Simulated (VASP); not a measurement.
# TaN (zincblende type) (F-43m) in VASP: further runs

Runs on TaN (zincblende type). Level: PBE. Tasks: relaxation of cell and atoms.

Program: VASP 6.6.1. These are calculated values, not measurements. Logs are shortened: lines on timing, memory, paths and dates and some standing lists are left out, and cuts for length are marked.

### 1 The cell of the first run

It takes space group F-43m (No. 216, cubic). Conventional cell: a = 4.102 Å, b = 4.102 Å, c = 4.102 Å, α = 90.00°, β = 90.00°, γ = 90.00°. Within 2.4 Å of Ta (site symmetry -43m) lie 4 N at 1.78 Å. N (site symmetry -43m) has 4 Ta at 1.78 Å within 2.4 Å.

### 2 Relaxation of cell and atoms, PBE, target pressure 210 GPa, at which the enthalpy is minimised

Input file INCAR:

```
PREC = Accurate ; ENCUT = 600
EDIFF = 1E-6 ; ISMEAR = -1
SIGMA = 0.08 ; LREAL = False
LASPH = True ; NELM = 60
ALGO = Normal ; ISIF = 3
LWAVE = False ; LCHARG = False
GGA = PE ; IBRION = 2
NSW = 60 ; EDIFFG = -0.005
PSTRESS = 2100.0
```

Input file KPOINTS:

```
Automatic mesh
0
Gamma
  16 16 16
```

Input file POSCAR:

```
TaN
1.0
    0.0000000000      2.0508369524      2.0508369524
    2.0508369524      0.0000000000      2.0508369524
    2.0508369524      2.0508369524      0.0000000000
Ta N
1 1
Direct
    0.0000000000      0.0000000000      0.0000000000
    0.2500000000      0.2500000000      0.2500000000
```

Potentials or basis: VASP PAW PBE potentials, release 64 (Ta_pv, N).

Run with:

```console
$ cat potpaw_PBE.64/Ta_pv/POTCAR potpaw_PBE.64/N/POTCAR > POTCAR
$ mpirun -np 1 vasp_std > vasp.out
```

OUTCAR:

```text
PREC = Accurate
   ENCUT = 600
   EDIFF = 1E-6
   ISMEAR = -1
   LREAL = False
   LASPH = True
   NELM = 60
   ISIF = 3
   GGA = PE
   IBRION = 2
   NSW = 60
   EDIFFG = -0.005
   PSTRESS = 2100.0

 ion  position               nearest neighbor table
   1  0.000  0.000  0.000-   2 1.78   2 1.78   2 1.78   2 1.78
   2  0.250  0.250  0.250-   1 1.78   1 1.78   1 1.78   1 1.78

  LATTYP: Found a face centered cubic cell.
 ALAT       =     4.1016739048

  Lattice vectors:

 A1 = (   0.0000000000,   2.0508369524,   2.0508369524)
 A2 = (   2.0508369524,   0.0000000000,   2.0508369524)
 A3 = (   2.0508369524,   2.0508369524,   0.0000000000)

Analysis of symmetry for initial positions (statically):
=====================================================================
 Subroutine PRICEL returns:
 Original cell was already a primitive cell.

 Routine SETGRP: Setting up the symmetry group for a
 face centered cubic supercell.

 Subroutine GETGRP returns: Found 24 space group operations
 (whereof 24 operations were pure point group operations)
 out of a pool of 48 trial point group operations.

The static configuration has the point symmetry T_d .

Analysis of symmetry for dynamics (positions and initial velocities):
=====================================================================
 Subroutine PRICEL returns:
 Original cell was already a primitive cell.

 Routine SETGRP: Setting up the symmetry group for a
 face centered cubic supercell.

 Subroutine GETGRP returns: Found 24 space group operations
 (whereof 24 operations were pure point group operations)
 out of a pool of 48 trial point group operations.

The dynamic configuration has the point symmetry T_d .

 Subroutine INISYM returns: Found 24 space group operations
 (whereof 24 operations are pure point group operations),
 and found     1 'primitive' translations

----------------------------------------------------------------------------------------

                                     Primitive cell

  volume of cell :      17.2514

  direct lattice vectors                    reciprocal lattice vectors
     0.000000000  2.050836952  2.050836952    -0.243802902  0.243802902  0.243802902
     2.050836952  0.000000000  2.050836952     0.243802902 -0.243802902  0.243802902
     2.050836952  2.050836952  0.000000000     0.243802902  0.243802902 -0.243802902

  length of vectors
     2.900321432  2.900321432  2.900321432     0.422279013  0.422279013  0.422279013

  position of ions in fractional coordinates (direct lattice)
     0.000000000  0.000000000  0.000000000
     0.250000000  0.250000000  0.250000000

  ion indices of the primitive-cell ions
   primitive index   ion index
                 1           1
                 2           2

----------------------------------------------------------------------------------------

 KPOINTS: Automatic mesh

Automatic generation of k-mesh.
 Grid dimensions read from file:
 generate k-points for:   16   16   16

 Generating k-lattice:

  Cartesian coordinates                     Fractional coordinates (reciprocal lattice)
    -0.015237681  0.015237681  0.015237681     0.062500000  0.000000000  0.000000000
     0.015237681 -0.015237681  0.015237681     0.000000000  0.062500000  0.000000000
     0.015237681  0.015237681 -0.015237681     0.000000000  0.000000000  0.062500000

  Length of vectors
     0.026392438  0.026392438  0.026392438

  Shift w.r.t. Gamma in fractional coordinates (k-lattice)
     0.000000000  0.000000000  0.000000000

 Subroutine IBZKPT returns following result:
 ===========================================

 Found    145 irreducible k-points:

 Following reciprocal coordinates:
            Coordinates               Weight
  0.000000  0.000000  0.000000      1.000000
  0.062500  0.000000  0.000000      8.000000
  0.125000  0.000000  0.000000      8.000000
  0.187500  0.000000  0.000000      8.000000
  0.250000  0.000000  0.000000      8.000000
  0.312500  0.000000  0.000000      8.000000
[... 16 lines left out ...]
 -0.125000  0.062500  0.000000     24.000000
 -0.062500  0.062500  0.000000     12.000000
 [... further k-points ...]
   k-points           NKPTS =    145   k-points in BZ     NKDIM =    145   number of bands    NBANDS=     12
   number of dos      NEDOS =    301   number of ions     NIONS =      2
   total plane-waves  NPLWV =  13824
   dimension x,y,z NGX =    24 NGY =   24 NGZ =   24
   dimension x,y,z NGXF=    48 NGYF=   48 NGZF=   48
   ions per type =               1   1
   NGX,Y,Z   is equivalent  to a cutoff of  13.76, 13.76, 13.76 a.u.
   NGXF,Y,Z  is equivalent  to a cutoff of  27.51, 27.51, 27.51 a.u.
 SYSTEM =  unknown system
   PREC   = accura    normal or accurate (medium, high low for compatibility)
   ISTART =      0    job   : 0-new  1-cont  2-samecut
   ICHARG =      2    charge: 1-file 2-atom 10-const
   ISPIN  =      1    spin polarized calculation?
   LNONCOLLINEAR =      F non collinear calculations
   LSORBIT =      F    spin-orbit coupling
   LASPH  =      T    aspherical Exc in radial PAW
   ENCUT  =  600.0 eV  44.10 Ry    6.64 a.u.   5.79  5.79  5.79*2*pi/ulx,y,z
   NELM   =     60;   NELMIN=  2; NELMDL= -5     # of ELM steps
   EDIFF  = 0.1E-05   stopping-criterion for ELM
   LREAL  =      F    real-space projection
   EDIFFG = -.5E-02   stopping-criterion for IOM
   NSW    =     60    number of steps for IOM
   IBRION =      2    ionic relax: 0-MD 1-quasi-New 2-CG
   NFREE  =      1    steps in history (QN), initial steepest desc. (CG)
   ISIF   =      3    stress and relaxation
   ISYM   =      2    0-nonsym 1-usesym 2-fastsym
   POTIM  = 0.5000    time-step for ionic-motion
   TEBEG  =    0.0;   TEEND  =   0.0 temperature during run
   PSTRESS= 2100.0 pullay stress
   NELECT =      16.0000    total number of electrons
   NUPDOWN=      -1.0000    fix difference up-down
   EMIN   =  10.00;   EMAX   =-10.00  energy-range for DOS
   EFERMI =   0.00;   METHOD = LEGACY
   ISMEAR =    -1;   SIGMA  =   0.08  broadening in eV -4-tet -1-fermi 0-gaus
   EFERMI_NEDOS =   21; number of points for ismear=-14 and -15
   IALGO  =     38    algorithm
   IMIX   =      4    mixing-type and parameters
     AMIX     =   0.40;   BMIX     =  1.00
     AMIX_MAG =   1.60;   BMIX_MAG =  1.00
  volume/ion in A,a.u.               =       8.63        58.21
  Fermi-wavevector in a.u.,A,eV,Ry     =   1.596518  3.016981 34.679458  2.548868
  Thomas-Fermi vector in A             =   2.694268
   LORBIT       =      0    0 simple, 1 ext, 2 COOP (PROOUT), +10 PAW based schemes
   GGA     = PE    functional components
   LHFCALC =     F    Hartree Fock is set to
   AEXX    =    0.0000 exact exchange contribution
   IVDW    =     0    specifies the selected vdW correction
   LEPSILON=     F    determine dielectric tensor
   LRPA    =     F    only Hartree local field effects (RPA)
 conjugate gradient relaxation of ions
 non-spin polarized calculation
  energy-cutoff  :      600.00
  volume of cell :       17.25
 maximum number of plane-waves:       588
   NGX = 11   NGY = 11   NGZ = 11

--------------------------------------- Ionic step        1  -------------------------------------------

 number of electron      15.9999999 magnetization

 Free energy of the ion-electron system (eV)
  ---------------------------------------------------
  ext. energy  EPLUGINS =         0.00000000
  ---------------------------------------------------
  free energy    TOTEN  =       -15.76325760 eV

  energy without entropy =      -15.74964025  energy(sigma->0) =      -15.75644893

------------------------ aborting loop because EDIFF is reached ----------------------------------------

  FORCE on cell =-STRESS in cart. coord.  units (eV):
  Direction    XX          YY          ZZ          XY          YZ          ZX
  --------------------------------------------------------------------------------------
  -------------------------------------------------------------------------------------
  Total       29.8035640     29.8035640     29.8035640      0.0000000     -0.0000000      0.0000000
  in kB     2767.9318033   2767.9318033   2767.9318033      0.0000000     -0.0000000      0.0000000
  external PRESSURE =     667.9318033 kB  Pullay stress =    2100.0000000 kB
[... 23 lines left out ...]
  enthalpy is  TOTEN    =         6.8483848807 eV   P V=       22.6116424835

--------------------------------------- Ionic step        2  -------------------------------------------

 number of electron      16.0000007 magnetization

 E-fermi :   6.4830     XC(G=0): -11.7529

 val. band max:        6.4829019415   @ k =  -0.3125   0.4375   0.1875
 cond. band min:       6.4976551845   @ k =  -0.1250   0.0625   0.0000
 fundamental gap:      0.0147532430
 Fermi energy:         6.4830039321

 k-point     1 :       0.0000    0.0000    0.0000
  band No.  band energies     occupation
      1     -29.2334      2.00000
      2     -29.2334      2.00000
      3     -29.2334      2.00000
      4     -10.7903      2.00000
      5      -0.2188      2.00000
      6      -0.2188      2.00000
      7      -0.2188      2.00000
      8       5.3000      2.00000
      9       6.9450      0.00619
     10       6.9450      0.00619
     11      11.9731      0.00000
     12      11.9731      0.00000
[... 412 lines left out ...]
  FREE ENERGIE OF THE ION-ELECTRON SYSTEM (eV)
  ---------------------------------------------------
  free  energy   TOTEN  =       -17.8185433312 eV

  energy  without entropy=      -17.8030035067  energy(sigma->0) =      -17.81077342

  enthalpy is  TOTEN    =         6.6402439031 eV   P V=       24.4587872342

[... ionic steps 4 to 15 ...]

--------------------------------------- Ionic step       16  -------------------------------------------

 number of electron      16.0000002 magnetization

------------------------ aborting loop because EDIFF is reached ----------------------------------------

  FORCE on cell =-STRESS in cart. coord.  units (eV):
  Direction    XX          YY          ZZ          XY          YZ          ZX
  --------------------------------------------------------------------------------------
  -------------------------------------------------------------------------------------
  Total       24.0860137     24.0860137     24.0860137      0.0000000      0.0000000      0.0000000
  in kB     2101.5443459   2101.5443459   2101.5443459      0.0000000      0.0000000      0.0000000
  external PRESSURE =       1.5443459 kB  Pullay stress =    2100.0000000 kB
[... 61 lines left out ...]
  enthalpy is  TOTEN    =         6.6261969997 eV   P V=       24.0750016362

--------------------------------------- Ionic step       18  -------------------------------------------

 number of electron      16.0000002 magnetization

 Free energy of the ion-electron system (eV)
  ---------------------------------------------------
  ext. energy  EPLUGINS =         0.00000000
  ---------------------------------------------------
  free energy    TOTEN  =       -17.44597194 eV

  energy without entropy =      -17.43083137  energy(sigma->0) =      -17.43840166

 E-fermi :  11.0357     XC(G=0): -13.9967

 val. band max:       11.0326989229   @ k =  -0.0625   0.0625   0.0000
 cond. band min:      11.0419797717   @ k =  -0.3125   0.2500   0.0625
 fundamental gap:      0.0092808488
 Fermi energy:        11.0357096331

 k-point     1 :       0.0000    0.0000    0.0000
  band No.  band energies     occupation
      1     -23.9701      2.00000
      2     -23.9701      2.00000
      3     -23.9701      2.00000
      4      -9.1850      2.00000
      5       1.1832      2.00000
      6       1.1832      2.00000
      7       1.1833      2.00000
      8      10.4120      1.99918
      9      11.7090      0.00044
     10      11.7090      0.00044
     11      18.8575      0.00000
     12      18.8575      0.00000
[... 374 lines left out ...]
  FREE ENERGIE OF THE ION-ELECTRON SYSTEM (eV)
  ---------------------------------------------------
  free  energy   TOTEN  =       -17.4459719419 eV

  energy  without entropy=      -17.4308313722  energy(sigma->0) =      -17.43840166

  enthalpy is  TOTEN    =         6.6261960797 eV   P V=       24.0721680215

 reached required accuracy - stopping structural energy minimisation
```

Run time: 1.9 min. Hardware: 1 thread of Intel Xeon 8259CL, shared host; peak memory 0.18 GiB.

What came out:

```
Free energy                                                : -17.4460 eV
Relaxed volume                                             : 9.18 Å³/atom
Relaxed cell                                               : a = 2.961 Å, b = 2.961 Å, c = 2.961 Å, α = 60.00°, β = 60.00°, γ = 60.00°
Space group after relaxing (to 0.1 Å)                      : F-43m (No. 216)
Energy change on relaxing (the run minimises the enthalpy) : -841.4 meV/atom
Ionic steps                                                : 18
Pressure after relaxing                                    : 209.9 GPa
Band gap on the k mesh                                     : zero (bands 8 and 9 overlap by 1.23 eV)
```

The path:
| step | energy change (eV) | largest force (eV/Å) | pressure (GPa) | volume (Å³) |
| --- | --- | --- | --- | --- |
| 1 | 0.0000 | 0.0000 | 276.79 | 17.25 |
| 2 | -5.7152 | 0.0000 | -8.61 | 27.88 |
| 3 | -2.0553 | 0.0000 | 194.95 | 18.66 |
| 4 | -1.6998 | 0.0000 | 209.31 | 18.38 |
| 5 | -1.6696 | 0.0000 | 210.49 | 18.36 |
| 6 | -1.6703 | 0.0000 | 210.50 | 18.36 |
| 7 | -1.6722 | 0.0000 | 210.46 | 18.36 |
| 8 | -1.6722 | 0.0000 | 210.42 | 18.36 |
| 9 | -1.6722 | 0.0000 | 210.42 | 18.36 |
| 10 | -1.6723 | 0.0000 | 210.42 | 18.36 |
| 11 | -1.6724 | 0.0000 | 210.41 | 18.36 |
| 12 | -1.6726 | 0.0000 | 210.41 | 18.36 |
| 13 | -1.6730 | 0.0000 | 210.39 | 18.36 |
| 14 | -1.6738 | 0.0000 | 210.37 | 18.36 |
| 15 | -1.6755 | 0.0000 | 210.32 | 18.36 |
| 16 | -1.6789 | 0.0000 | 210.15 | 18.36 |
| 17 | -1.6855 | 0.0000 | 209.89 | 18.37 |
| 18 | -1.6827 | 0.0000 | 209.93 | 18.37 |

Final structure:
```cif
data_structure
_symmetry_space_group_name_H-M 'P 1'
_symmetry_Int_Tables_number 1
_cell_length_a 2.9615
_cell_length_b 2.9615
_cell_length_c 2.9615
_cell_angle_alpha 60.000
_cell_angle_beta 60.000
_cell_angle_gamma 60.000
_cell_volume 18.37
loop_
_atom_site_label
_atom_site_type_symbol
_atom_site_fract_x
_atom_site_fract_y
_atom_site_fract_z
_atom_site_occupancy
Ta1 Ta 0.00000 0.00000 0.00000 1
N1 N 0.25000 0.25000 0.25000 1
```

Levels at points of the mesh, in eV from the Fermi level:
```
           k point  band 5  band 6  band 7  band 8  band 9  band 10  band 11  band 12
(0.00, 0.00, 0.00)   -9.85   -9.85   -9.85   -0.62    0.67     0.67     7.82     7.82
(0.50, 0.00, 0.00)   -8.76   -8.76   -7.90    0.70    1.87     1.87     4.73     6.10
(0.50, 0.50, 0.00)  -11.68   -5.59   -5.59   -2.91    1.92     3.81     4.96     4.96
```

Caveat: the cell is relaxed towards a set pressure, so the run minimises the enthalpy, not the energy; spin-orbit coupling is left out, which moves the levels of the heavy elements.

[end of part 1 of 2]
